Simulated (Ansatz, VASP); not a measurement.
## BaBe in VASP and in Ansatz

File INCAR:

```
ALGO     = Normal         # electronic algorithm
EDIFF    = 1E-6           # SCF threshold, eV
EDIFFG   = -0.001         # ionic threshold
ENCUT    = 600            # plane-wave cutoff, eV
GGA      = PS             # functional
IBRION   = 2              # ionic algorithm
ISIF     = 3              # what is computed and relaxed
ISMEAR   = -1             # smearing method
LASPH    = True           # aspherical terms in the spheres
LCHARG   = False          # write CHGCAR
LREAL    = False          # projectors in reciprocal space
LWAVE    = False          # write WAVECAR
NELM     = 100            # most SCF steps
NSW      = 80             # ionic steps
PREC     = Accurate       # precision mode
SIGMA    = 0.15           # smearing width, eV
```

Contents of KPOINTS:

```
k-points
0
Gamma
  12 12 12
```

The input POSCAR:

```
BaBe
1.0
    4.4328111048      0.0000000000      0.0000000000
   -2.2164055524      3.8389270270      0.0000000000
    0.0000000000      0.0000000000      4.0100718505
Ba Be
1 1
Direct
    0.3333333333      0.6666666667      0.0000000000
    0.6666666667      0.3333333333      0.5000000000
```

Input for Ansatz:

```yaml
crystal:
  lattice:
    - [4.4328111222, 0.0, 0.0]
    - [-2.2164055611, 3.838927042, 0.0]
    - [0.0, 0.0, 4.0100718402]
  atoms:
    - { symbol: Ba, position: [0.3333333333, 0.6666666667, 0.0] }
    - { symbol: Be, position: [0.6666666667, 0.3333333333, 0.5] }
basis:
  ecutwfc: 420
kpoints:
  mp_grid: { grid: [12, 12, 12] }
hamiltonian:
  xc: pbesol
scf:
  occupations: { method: fermi_dirac, width: 0.15 }
output:
  forces: true
  stress: true
  eigenvalues: true
relax:
  adjacent_minimum: "off"
  f_tol: 0.001
  max_steps: 60
  cell: { stress_tol: 0.01 }
```

Alike in both runs: task relaxation of cell and atoms; functional PBEsol; k mesh 12 × 12 × 12; occupations fermi-dirac, width 0.15 eV; no spin polarisation.

```csv
,VASP,Ansatz
version,VASP 6.6.1,Ansatz 0.2.0
potentials or method,"VASP PAW PBE potentials, release 64 (Ba_sv, Be), cutoff 600 eV","scalar-relativistic, plane waves, PAW"
valence electrons in the cell,12,12
```

Ansatz gave:

| Quantity | Value |
| --- | --- |
| gap on the k mesh at the Fermi level, each at its own relaxed structure (eV) | none |
| relaxed volume (Å³/atom) | 34.26 |
| relaxed length of the cell vector where the two differ most in proportion (Å) | 4.049 |

What did VASP give for the same quantities?

gap on the k mesh at the Fermi level, each at its own relaxed structure (eV): none; relaxed volume (Å³/atom): 34.65; relaxed length of the cell vector where the two differ most in proportion (Å): 4.072.

VASP's potentials were made for PBE, not for PBEsol. A gap of «none» marks a metal or a gap that the smearing closes.

Neither program's run includes spin-orbit coupling.
